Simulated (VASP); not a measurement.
# PbS (P1) in VASP: single point with PBEsol

Aim: the single point of PbS with PBEsol.

Program: VASP 6.6.1. These are calculated values, not measurements. Logs are shortened: lines on timing, memory, paths and dates and some standing lists are left out, and cuts for length are marked.

### 1 The cell of the first run

The typed cell holds 2 atoms: a = 3.654 Å, b = 3.654 Å, c = 3.654 Å, α = 90.00°, β = 90.00°, γ = 90.00°.

### 2 Single point, PBEsol (one atom moved)

INCAR

```
PREC = Accurate
ENCUT = 520
EDIFF = 1E-6
ISMEAR = 0
SIGMA = 0.1
LREAL = False
LASPH = True
NELM = 80
ALGO = Normal
ISIF = 2
LWAVE = False
LCHARG = False
GGA = PS
NBANDS = 17
```

KPOINTS

```
Automatic mesh
0
Gamma
  10 10 10
```

POSCAR

```
PbS
1.0
    3.6536590000      0.0000000000      0.0000000000
    0.0000000000      3.6536590000      0.0000000000
    0.0000000000      0.0000000000      3.6536590000
Pb S
1 1
Direct
    0.0000000000      0.0000000000      0.0000000000
    0.5230289690      0.4981908547      0.4660586825
```

Potentials or basis: VASP PAW PBE potentials, release 64 (Pb_d, S).

The run is started by

```
> cat potpaw_PBE.64/Pb_d/POTCAR potpaw_PBE.64/S/POTCAR > POTCAR
> mpirun -np 1 vasp_std > vasp.out
```

OUTCAR:

```text
PREC = Accurate
   ENCUT = 520
   EDIFF = 1E-6
   ISMEAR = 0
   LREAL = False
   LASPH = True
   NELM = 80
   ISIF = 2
   GGA = PS

 ion  position               nearest neighbor table
   1  0.000  0.000  0.000-   2 3.04   2 3.05   2 3.14   2 3.15   2 3.19   2 3.19   2 3.28   2 3.29

   2  0.523  0.498  0.466-   1 3.04   1 3.05   1 3.14   1 3.15   1 3.19   1 3.19   1 3.28   1 3.29

  LATTYP: Found a simple cubic cell.
 ALAT       =     3.6536590000

  Lattice vectors:

 A1 = (   3.6536590000,   0.0000000000,   0.0000000000)
 A2 = (   0.0000000000,   3.6536590000,   0.0000000000)
 A3 = (   0.0000000000,   0.0000000000,   3.6536590000)

Analysis of symmetry for initial positions (statically):
=====================================================================
 Subroutine PRICEL returns:
 Original cell was already a primitive cell.

 Routine SETGRP: Setting up the symmetry group for a
 simple cubic supercell.

 Subroutine GETGRP returns: Found  1 space group operations
 (whereof  1 operations were pure point group operations)
 out of a pool of 48 trial point group operations.

The static configuration has the point symmetry C_1 .

Analysis of symmetry for dynamics (positions and initial velocities):
=====================================================================
 Subroutine PRICEL returns:
 Original cell was already a primitive cell.

 Routine SETGRP: Setting up the symmetry group for a
 simple cubic supercell.

 Subroutine GETGRP returns: Found  1 space group operations
 (whereof  1 operations were pure point group operations)
 out of a pool of 48 trial point group operations.

The dynamic configuration has the point symmetry C_1 .

 Subroutine INISYM returns: Found  1 space group operations
 (whereof  1 operations are pure point group operations),
 and found     1 'primitive' translations

----------------------------------------------------------------------------------------

                                     Primitive cell

  volume of cell :      48.7735

  direct lattice vectors                    reciprocal lattice vectors
     3.653659000  0.000000000  0.000000000     0.273698230  0.000000000  0.000000000
     0.000000000  3.653659000  0.000000000     0.000000000  0.273698230  0.000000000
     0.000000000  0.000000000  3.653659000     0.000000000  0.000000000  0.273698230

  length of vectors
     3.653659000  3.653659000  3.653659000     0.273698230  0.273698230  0.273698230

  position of ions in fractional coordinates (direct lattice)
     0.000000000  0.000000000  0.000000000
     0.523028969  0.498190855  0.466058682

  ion indices of the primitive-cell ions
   primitive index   ion index
                 1           1
                 2           2

----------------------------------------------------------------------------------------

 KPOINTS: Automatic mesh

Automatic generation of k-mesh.
 Grid dimensions read from file:
 generate k-points for:   10   10   10

 Generating k-lattice:

  Cartesian coordinates                     Fractional coordinates (reciprocal lattice)
     0.027369823  0.000000000  0.000000000     0.100000000  0.000000000  0.000000000
     0.000000000  0.027369823  0.000000000     0.000000000  0.100000000  0.000000000
     0.000000000  0.000000000  0.027369823     0.000000000  0.000000000  0.100000000

  Length of vectors
     0.027369823  0.027369823  0.027369823

  Shift w.r.t. Gamma in fractional coordinates (k-lattice)
     0.000000000  0.000000000  0.000000000

 Subroutine IBZKPT returns following result:
 ===========================================

 Found    504 irreducible k-points:

 Following reciprocal coordinates:
            Coordinates               Weight
  0.000000  0.000000  0.000000      1.000000
  0.100000  0.000000  0.000000      2.000000
  0.000000  0.100000  0.000000      2.000000
  0.000000  0.000000  0.100000      2.000000
  0.200000  0.000000  0.000000      2.000000
  0.000000  0.200000  0.000000      2.000000
[... 16 lines left out ...]
  0.200000  0.100000  0.000000      2.000000
  0.000000  0.200000  0.100000      2.000000
 [... further k-points ...]
   k-points           NKPTS =    504   k-points in BZ     NKDIM =    504   number of bands    NBANDS=     17
   number of dos      NEDOS =    301   number of ions     NIONS =      2
   total plane-waves  NPLWV =  21952
   dimension x,y,z NGX =    28 NGY =   28 NGZ =   28
   dimension x,y,z NGXF=    56 NGYF=   56 NGZF=   56
   ions per type =               1   1
   NGX,Y,Z   is equivalent  to a cutoff of  12.74, 12.74, 12.74 a.u.
   NGXF,Y,Z  is equivalent  to a cutoff of  25.48, 25.48, 25.48 a.u.
 SYSTEM =  unknown system
   PREC   = accura    normal or accurate (medium, high low for compatibility)
   ISTART =      0    job   : 0-new  1-cont  2-samecut
   ICHARG =      2    charge: 1-file 2-atom 10-const
   ISPIN  =      1    spin polarized calculation?
   LNONCOLLINEAR =      F non collinear calculations
   LSORBIT =      F    spin-orbit coupling
   LASPH  =      T    aspherical Exc in radial PAW
   ENCUT  =  520.0 eV  38.22 Ry    6.18 a.u.   6.79  6.79  6.79*2*pi/ulx,y,z
   NELM   =     80;   NELMIN=  2; NELMDL= -5     # of ELM steps
   EDIFF  = 0.1E-05   stopping-criterion for ELM
   LREAL  =      F    real-space projection
   EDIFFG = 0.1E-04   stopping-criterion for IOM
   NSW    =      0    number of steps for IOM
   IBRION =     -1    ionic relax: 0-MD 1-quasi-New 2-CG
   NFREE  =      0    steps in history (QN), initial steepest desc. (CG)
   ISIF   =      2    stress and relaxation
   ISYM   =      2    0-nonsym 1-usesym 2-fastsym
   POTIM  = 0.5000    time-step for ionic-motion
   TEBEG  =    0.0;   TEEND  =   0.0 temperature during run
   PSTRESS=    0.0 pullay stress
   NELECT =      20.0000    total number of electrons
   NUPDOWN=      -1.0000    fix difference up-down
   EMIN   =  10.00;   EMAX   =-10.00  energy-range for DOS
   EFERMI =   0.00;   METHOD = LEGACY
   ISMEAR =     0;   SIGMA  =   0.10  broadening in eV -4-tet -1-fermi 0-gaus
   EFERMI_NEDOS =   21; number of points for ismear=-14 and -15
   IALGO  =     38    algorithm
   IMIX   =      4    mixing-type and parameters
     AMIX     =   0.40;   BMIX     =  1.00
     AMIX_MAG =   1.60;   BMIX_MAG =  1.00
  volume/ion in A,a.u.               =      24.39       164.57
  Fermi-wavevector in a.u.,A,eV,Ry     =   1.216252  2.298383 20.126668  1.479268
  Thomas-Fermi vector in A             =   2.351612
   LORBIT       =      0    0 simple, 1 ext, 2 COOP (PROOUT), +10 PAW based schemes
   GGA     = PS    functional components
   LHFCALC =     F    Hartree Fock is set to
   AEXX    =    0.0000 exact exchange contribution
   IVDW    =     0    specifies the selected vdW correction
   LEPSILON=     F    determine dielectric tensor
   LRPA    =     F    only Hartree local field effects (RPA)
 non-spin polarized calculation
 Gauss-broadening in eV      SIGMA  =   0.10
  energy-cutoff  :      520.00
  volume of cell :       48.77
 maximum number of plane-waves:      1357
   NGX = 13   NGY = 13   NGZ = 13

 number of electron      19.9999994 magnetization

 Free energy of the ion-electron system (eV)
  ---------------------------------------------------
  ext. energy  EPLUGINS =         0.00000000
  ---------------------------------------------------
  free energy    TOTEN  =        -9.00609366 eV

  energy without entropy =       -9.00327323  energy(sigma->0) =       -9.00468345

 E-fermi :   5.9071     XC(G=0): -10.3480

 val. band max:        5.8545942639   @ k =   0.1000  -0.1000   0.3000
 cond. band min:       5.9148209621   @ k =  -0.2000   0.1000   0.2000
 fundamental gap:      0.0602266982
 Fermi energy:         5.9071103329

 k-point     1 :       0.0000    0.0000    0.0000
  band No.  band energies     occupation
      1     -10.8164      2.00000
      2     -10.8147      2.00000
      3     -10.6043      2.00000
      4     -10.6043      2.00000
      5     -10.6016      2.00000
      6      -7.1939      2.00000
[... 9 lines left out ...]
     16      18.5082      0.00000
     17      18.6804      0.00000

 k-point     2 :       0.1000    0.0000    0.0000
  band No.  band energies     occupation
      1     -10.8146      2.00000
      2     -10.8002      2.00000
      3     -10.6101      2.00000
      4     -10.6085      2.00000
      5     -10.6025      2.00000
      6      -7.1083      2.00000
[... 9 lines left out ...]
     16      18.4475      0.00000
     17      18.4956      0.00000

 k-point     3 :       0.0000    0.1000    0.0000
  band No.  band energies     occupation
      1     -10.8153      2.00000
      2     -10.7995      2.00000
      3     -10.6100      2.00000
      4     -10.6076      2.00000
      5     -10.6036      2.00000
      6      -7.1078      2.00000
[... 9 lines left out ...]
     16      18.4328      0.00000
     17      18.4781      0.00000

 k-point     4 :       0.0000    0.0000    0.1000
  band No.  band energies     occupation
      1     -10.8138      2.00000
      2     -10.8010      2.00000
      3     -10.6101      2.00000
      4     -10.6094      2.00000
      5     -10.6016      2.00000
      6      -7.1089      2.00000
[... 9 lines left out ...]
     16      18.4774      0.00000
     17      18.6234      0.00000
[... 343 lines left out ...]
      1     -10.8065      2.00000
      2     -10.7919      2.00000
      3     -10.6159      2.00000
      4     -10.6097      2.00000
      5     -10.6071      2.00000
      6      -7.0231      2.00000
[... 9 lines left out ...]
     16      17.7841      0.00000
     17      17.8773      0.00000

 k-point    23 :       0.2000    0.1000    0.0000
  band No.  band energies     occupation
      1     -10.8015      2.00000
      2     -10.7541      2.00000
      3     -10.6318      2.00000
      4     -10.6242      2.00000
      5     -10.6068      2.00000
      6      -6.7763      2.00000
[... 9 lines left out ...]
     16      17.2705      0.00000
     17      17.5225      0.00000

 k-point    24 :       0.0000    0.2000    0.1000
  band No.  band energies     occupation
      1     -10.8018      2.00000
      2     -10.7537      2.00000
      3     -10.6328      2.00000
      4     -10.6226      2.00000
      5     -10.6077      2.00000
      6      -6.7752      2.00000
[... 9 lines left out ...]
     16      17.2881      0.00000
     17      17.5308      0.00000

 [... further k-points ...]
[... 5 lines left out ...]
  --------------------------------------------------------------------------------------
  -------------------------------------------------------------------------------------
  Total       -0.9819920     -1.0151772     -0.9447552     -0.0022818      0.0028191     -0.0325581
  in kB      -32.2577803    -33.3478920    -31.0345766     -0.0749569      0.0926052     -1.0695105
  external PRESSURE =     -32.2134163 kB  Pullay stress =       0.0000000 kB

 VOLUME and BASIS-vectors are now :
 -----------------------------------------------------------------------------
  energy-cutoff  :      520.00
  volume of cell :       48.77
      direct lattice vectors                 reciprocal lattice vectors
     3.653659000  0.000000000  0.000000000     0.273698230  0.000000000  0.000000000
     0.000000000  3.653659000  0.000000000     0.000000000  0.273698230  0.000000000
     0.000000000  0.000000000  3.653659000     0.000000000  0.000000000  0.273698230

 POSITION                                       TOTAL-FORCE (eV/Angst)
 -----------------------------------------------------------------------------------
      0.00000      0.00000      0.00000        -0.099050      0.007640      0.144559
      1.91097      1.82022      1.70282         0.099050     -0.007640     -0.144559
 -----------------------------------------------------------------------------------
    total drift:                               -0.000053      0.000036     -0.000061

  FREE ENERGIE OF THE ION-ELECTRON SYSTEM (eV)
  ---------------------------------------------------
  free  energy   TOTEN  =        -9.0060936605 eV

  energy  without entropy=       -9.0032732304  energy(sigma->0) =       -9.00468345
```

Run time: 6.7 min. Hardware: 1 thread of Intel Xeon 8259CL, shared host; peak memory 0.49 GiB.

Results:

| Quantity | Value |
| --- | --- |
| Free energy | -9.0061 eV |
| Pressure | -3.2 GPa |
| Largest force | 0.175 eV/Å |
| Band gap on the k mesh | zero (bands 10 and 11 overlap by 0.50 eV) |

Forces on the atoms (eV/Å):
```
Pb  -0.099  0.008  0.145
S    0.099 -0.008 -0.145
```

Stress tensor (GPa, compression positive):
```
-3.23 -0.01 -0.11
-0.01 -3.33  0.01
-0.11  0.01 -3.10
```

Caveat: the cell differs from its parent crystal (one atom moved); the cell stands under tension; semilocal functionals underestimate gaps, and a narrow one can read as zero; the PAW data sets were made with another functional, which shifts forces and pressure a little; spin-orbit coupling is left out, which moves the levels of the heavy elements.

The gap in the log of VASP goes by the Fermi energy; the results here count the filled bands.